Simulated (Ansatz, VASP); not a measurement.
# PtS2: VASP beside Ansatz

```xyz
6
Lattice="3.5414 0.0000 0.0000 -1.7707 3.0670 0.0000 0.0000 0.0000 22.4672" Properties=species:S:1:pos:R:3 pbc="T T T"
S     1.7707    1.0223    4.5000
S     0.0000    2.0447    6.9836
S     1.7707    2.0447   10.1936
S     0.0000    3.0670   12.6772
Pt    0.0000    0.0000    5.7418
Pt    0.0000    1.0223   11.4354
```

Alike in both runs: task single point; functional PBE; dispersion D3(BJ); k mesh 9 × 9 × 1; occupations gaussian, width 0.05 eV; no spin polarisation.

|  | VASP | Ansatz |
| --- | --- | --- |
| version | VASP 6.6.1 | Ansatz 0.2.0 |
| potentials or method | VASP PAW PBE potentials, release 64 (S, Pt), cutoff 520 eV | scalar-relativistic, plane waves, PAW |
| valence electrons in the cell | 44 | 60 |

```csv
,VASP,Ansatz,Ansatz less VASP
gap on the k mesh at the Fermi level (eV),1.34,1.33,-0.006
least direct gap on the mesh (eV),1.45,1.44,-0.007
rms of the force components (eV/Å),0.034,0.033,-0.0016
```

VASP's potentials hold 44 valence electrons a cell and Ansatz's 60, so a difference there can come from the potentials and not from the codes.

Spin-orbit coupling is off throughout.
